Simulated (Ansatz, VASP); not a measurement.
## One calculation of PbS, two programs

INCAR

```
ALGO     = Normal         # electronic algorithm
EDIFF    = 1E-7           # SCF threshold, eV
ENCUT    = 520            # plane-wave cutoff, eV
GGA      = PE             # functional
ISIF     = 2              # what is computed and relaxed
ISMEAR   = -1             # smearing method
LASPH    = True           # aspherical terms in the spheres
LCHARG   = True           # write CHGCAR
LELF     = True           # ELF
LREAL    = False          # projectors in reciprocal space
LVHAR    = True         
LWAVE    = False          # write WAVECAR
NBANDS   = 17             # bands
NELM     = 60             # most SCF steps
PREC     = Accurate       # precision mode
SIGMA    = 0.06           # smearing width, eV
```

File KPOINTS:

```
k-points
0
Gamma
  4 4 4
```

The input POSCAR:

```
PbS
1.0
    0.0000000000      2.9657500000      2.9657500000
    2.9657500000      0.0000000000      2.9657500000
    2.9657500000      2.9657500000      0.0000000000
Pb S
1 1
Direct
    0.0000000000      0.0000000000      0.0000000000
    0.5000000000      0.5000000000      0.5000000000
```

File input.yaml:

```yaml
crystal:
  lattice:
    - [0.0, 2.96575, 2.96575]
    - [2.96575, 0.0, 2.96575]
    - [2.96575, 2.96575, 0.0]
  atoms:
    - { symbol: Pb, position: [0.0, 0.0, 0.0] }
    - { symbol: S, position: [0.5, 0.5, 0.5] }
kpoints:
  mp_grid: { grid: [4, 4, 4] }
scf:
  occupations: { method: fermi_dirac, width: 0.06 }
hamiltonian:
  xc: pbe
  pseudopotentials: { kind: all_electron, lapw: { basis_error: 0.003 } }
output:
  forces: true
  stress: true
  eigenvalues: true
```

Alike in both runs: task single point; functional PBE; k mesh 4 × 4 × 4; occupations fermi-dirac, width 0.06 eV; no spin polarisation.

|  | VASP | Ansatz |
| --- | --- | --- |
| version | VASP 6.6.1 | Ansatz 0.2.0 |
| potentials or method | VASP PAW PBE potentials, release 64 (Pb_d, S), cutoff 520 eV | all-electron LAPW, scalar-relativistic |

|  | VASP | Ansatz | Ansatz less VASP |
| --- | --- | --- | --- |
| gap on the k mesh at the Fermi level (eV) | 0.37 | 0.36 | -0.008 |
| least direct gap on the mesh (eV) | 0.37 | 0.36 | -0.008 |
| pressure (GPa) | 2.2 | 2.3 | +0.08 |

Ansatz ran all-electron here, and VASP with PAW potentials.

The k mesh is coarse, so the values compare programs but aren't converged. Neither program's run includes spin-orbit coupling.
